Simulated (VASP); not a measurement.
# TlBr (Pm-3m) in VASP: phonons with PBE+D3(BJ)

Aim: the phonons of TlBr with PBE+D3(BJ).

Program: VASP 6.6.1. These are calculated values, not measurements. Logs are shortened: lines on timing, memory, paths and dates and some standing lists are left out, and cuts for length are marked.

## 1. The cell of the first run

It takes space group Pm-3m (No. 221, cubic). Conventional cell: a = 3.642 Å, b = 3.642 Å, c = 3.642 Å, α = 90.00°, β = 90.00°, γ = 90.00°. Within 4.2 Å of Tl (site symmetry m-3m) lie 8 Br at 3.15 Å and 6 Tl at 3.64 Å. Br (site symmetry m-3m) has 8 Tl at 3.15 Å and 6 Br at 3.64 Å within 4.2 Å.

## 2. Phonons, PBE+D3(BJ)

Input file INCAR:

```
SYSTEM = TlBr
PREC = Accurate
ENCUT = 500
EDIFF = 1E-8
ISMEAR = 0
SIGMA = 0.01
LREAL = .FALSE.
LASPH = .TRUE.
NELM = 120
ALGO = Normal
ISIF = 2
LWAVE = .FALSE.
LCHARG = .FALSE.
GGA = PE
IVDW = 12
IBRION = 6
NFREE = 2
POTIM = 0.015
NSW = 1
GGA_COMPAT = .FALSE.
```

Input file KPOINTS:

```
Automatic mesh
0
G
  8 8 8
  0 0 0
```

Input file POSCAR:

```
TlBr
1.0
    3.6424967022      0.0000000000      0.0000000000
    0.0000000000      3.6424967022      0.0000000000
    0.0000000000      0.0000000000      3.6424967022
Tl Br
1 1
Direct
    0.0000000000      0.0000000000      0.0000000000
    0.5000000000      0.5000000000      0.5000000000
```

Potentials or basis: VASP PAW PBE potentials, release 64 (Tl_d, Br).

The run is started by

```bash
$ cat potpaw_PBE.64/Tl_d/POTCAR potpaw_PBE.64/Br/POTCAR > POTCAR
$ mpirun -np 1 vasp_std > vasp.out
```

OUTCAR:

```text
SYSTEM = TlBr
   PREC = Accurate
   ENCUT = 500
   EDIFF = 1E-8
   ISMEAR = 0
   LREAL = .FALSE.
   LASPH = .TRUE.
   NELM = 120
   ISIF = 2
   GGA = PE
   IVDW = 12
   IBRION = 6
   NFREE = 2
   POTIM = 0.015
   NSW = 1
 IVDW          = 12

 ion  position               nearest neighbor table
   1  0.000  0.000  0.000-   2 3.15   2 3.15   2 3.15   2 3.15   2 3.15   2 3.15   2 3.15   2 3.15

   2  0.500  0.500  0.500-   1 3.15   1 3.15   1 3.15   1 3.15   1 3.15   1 3.15   1 3.15   1 3.15

  LATTYP: Found a simple cubic cell.
 ALAT       =     3.6424967022

  Lattice vectors:

 A1 = (   3.6424967022,   0.0000000000,   0.0000000000)
 A2 = (   0.0000000000,   3.6424967022,   0.0000000000)
 A3 = (   0.0000000000,   0.0000000000,   3.6424967022)

Analysis of symmetry for initial positions (statically):
=====================================================================
 Subroutine PRICEL returns:
 Original cell was already a primitive cell.

 Routine SETGRP: Setting up the symmetry group for a
 simple cubic supercell.

 Subroutine GETGRP returns: Found 48 space group operations
 (whereof 48 operations were pure point group operations)
 out of a pool of 48 trial point group operations.

The static configuration has the point symmetry O_h .

Analysis of symmetry for dynamics (positions and initial velocities):
=====================================================================
 Subroutine PRICEL returns:
 Original cell was already a primitive cell.

 Routine SETGRP: Setting up the symmetry group for a
 simple cubic supercell.

 Subroutine GETGRP returns: Found 48 space group operations
 (whereof 48 operations were pure point group operations)
 out of a pool of 48 trial point group operations.

The dynamic configuration has the point symmetry O_h .

 Subroutine INISYM returns: Found 48 space group operations
 (whereof 48 operations are pure point group operations),
 and found     1 'primitive' translations

----------------------------------------------------------------------------------------

                                     Primitive cell

  volume of cell :      48.3279

  direct lattice vectors                    reciprocal lattice vectors
     3.642496702  0.000000000  0.000000000     0.274536968  0.000000000  0.000000000
     0.000000000  3.642496702  0.000000000     0.000000000  0.274536968  0.000000000
     0.000000000  0.000000000  3.642496702     0.000000000  0.000000000  0.274536968

  length of vectors
     3.642496702  3.642496702  3.642496702     0.274536968  0.274536968  0.274536968

[... 133 lines left out ...]

 Edisp (eV)   -0.70980

 E8    (eV) :    -0.3301
[... 151 lines left out ...]
--------------------------------------- Ionic step        5  -------------------------------------------

 number of electron      19.9999996 magnetization

 Free energy of the ion-electron system (eV)
  ---------------------------------------------------
  ext. energy  EPLUGINS =         0.00000000
  ---------------------------------------------------
  free energy    TOTEN  =        -4.95456936 eV

  energy without entropy =       -4.95456936  energy(sigma->0) =       -4.95456936

 E-fermi :   5.9749     XC(G=0): -10.2868

 val. band max:        5.8526862635   @ k =   0.0000   0.5000   0.0000
 cond. band min:       6.5159548345   @ k =   0.5000   0.5000   0.5000
 fundamental gap:      0.6632685710
 Fermi energy:         5.9749014177

 k-point     1 :       0.0000    0.0000    0.0000
  band No.  band energies     occupation
      1      -9.9550      2.00000
      2      -5.2286      2.00000
      3      -5.2286      2.00000
      4      -4.8495      2.00000
      5      -4.8495      2.00000
      6      -4.8495      2.00000
      7       0.3765      2.00000
      8       3.0756      2.00000
      9       3.0756      2.00000
     10       3.0762      2.00000
     11      11.8255      0.00000
     12      11.8282      0.00000
     13      13.9499      0.00000
     14      13.9500      0.00000
[... 377 lines left out ...]
      1      -9.1710      2.00000
      2      -5.0389      2.00000
      3      -5.0217      2.00000
      4      -4.9779      2.00000
      5      -4.8505      2.00000
      6      -4.7601      2.00000
      7      -0.1258      2.00000
      8       1.1491      2.00000
      9       2.5577      2.00000
     10       3.6624      2.00000
     11       9.7421      0.00000
     12       9.7690      0.00000
     13      12.4478      0.00000
     14      14.1207      0.00000

 [... further k-points ...]

------------------------ aborting loop because EDIFF is reached ----------------------------------------

 Edisp (eV)   -0.70980

 E8    (eV) :    -0.3301
[... 25 lines left out ...]
  FREE ENERGIE OF THE ION-ELECTRON SYSTEM (eV)
  ---------------------------------------------------
  free  energy   TOTEN  =        -5.6643653802 eV

  energy  without entropy=       -5.6643653802  energy(sigma->0) =       -5.66436538

 INTERNAL STRAIN TENSORS FROM DISPLACED ATOMS
 ============================================

 INTERNAL STRAIN TENSOR FOR ION    1 for displacements in x,y,z  (eV/Angst):
          X           Y           Z          XY          YZ          ZX
  --------------------------------------------------------------------------------
  x     0.00000     0.00000     0.00000     0.00000     0.00000     0.00000
  y     0.00000     0.00000     0.00000     0.00000     0.00000     0.00000
  z     0.00000     0.00000     0.00000     0.00000     0.00000     0.00000

 INTERNAL STRAIN TENSOR FOR ION    2 for displacements in x,y,z  (eV/Angst):
          X           Y           Z          XY          YZ          ZX
  --------------------------------------------------------------------------------
  x     0.00000     0.00000     0.00000     0.00000     0.00000     0.00000
  y     0.00000     0.00000     0.00000     0.00000     0.00000     0.00000
  z     0.00000     0.00000     0.00000     0.00000     0.00000     0.00000

 Eigenvectors and eigenvalues of the dynamical matrix
 ----------------------------------------------------

   1 f  =    3.045838 THz    19.137562 2PiTHz  101.598204 cm-1    12.596566 meV
             X         Y         Z           dx          dy          dz
      0.000000  0.000000  0.000000     0.529978   -0.000000   -0.000000
      1.821248  1.821248  1.821248    -0.848011    0.000000    0.000000
[... 21 lines left out ...]
   6 f/i=    0.000657 THz     0.004129 2PiTHz    0.021923 cm-1     0.002718 meV
             X         Y         Z           dx          dy          dz
      0.000000  0.000000  0.000000    -0.000000   -0.000000   -0.848011
      1.821248  1.821248  1.821248     0.000000    0.000000   -0.529978

 ELASTIC MODULI CONTR FROM IONIC RELAXATION (kBar)
 Direction    XX          YY          ZZ          XY          YZ          ZX
 --------------------------------------------------------------------------------
 XX           0.0000      0.0000      0.0000      0.0000      0.0000      0.0000
 YY           0.0000      0.0000      0.0000      0.0000      0.0000      0.0000
 ZZ           0.0000      0.0000      0.0000      0.0000      0.0000      0.0000
 XY           0.0000      0.0000      0.0000      0.0000      0.0000      0.0000
 YZ           0.0000      0.0000      0.0000      0.0000      0.0000      0.0000
 ZX           0.0000      0.0000      0.0000      0.0000      0.0000      0.0000
 --------------------------------------------------------------------------------
```

OSZICAR:

```text
N       E                     dE             d eps       ncg     rms          rms(c)
DAV:   1     0.101021532698E+03    0.10102E+03   -0.10142E+04  1036   0.125E+03
DAV:   2    -0.187259403307E+01   -0.10289E+03   -0.10052E+03  1238   0.260E+02
DAV:   3    -0.508329579057E+01   -0.32107E+01   -0.32078E+01  1082   0.424E+01
DAV:   4    -0.509989619641E+01   -0.16600E-01   -0.16600E-01  1184   0.362E+00
[... 43 lines left out ...]
DAV:   5    -0.495456930193E+01   -0.13101E-05   -0.20159E-05  2154   0.249E-02    0.673E-03
DAV:   6    -0.495456962420E+01   -0.32227E-06   -0.47812E-07  2382   0.598E-03    0.286E-03
DAV:   7    -0.495456935416E+01    0.27004E-06   -0.15165E-06  2238   0.682E-03    0.110E-03
DAV:   8    -0.495456935608E+01   -0.19227E-08   -0.14332E-07  2214   0.223E-03    0.454E-04
DAV:   9    -0.495456935735E+01   -0.12635E-08   -0.11642E-08  1704   0.631E-04
   5 F= -.56643654E+01 E0= -.56643654E+01  d E =-.319355E-69
```

Wall time 76 s (1 thread of Intel Xeon Platinum 8375C at 2.90GHz (Ice Lake), shared host); peak memory 0.23 GiB.

What came out:

- Highest phonon frequency at Γ, LO-TO splitting left out: 102 cm⁻¹
- Dispersion energy per atom: -0.355 eV

Phonon frequencies in cm⁻¹ (negative: imaginary):
```tsv
q point	frequencies
(0.000, 0.000, 0.000)	0 0 0 102 102 102
```

Caveat: the cell wasn't relaxed at this level first, which shifts response properties; spin-orbit coupling is left out, which moves the levels of the heavy elements.
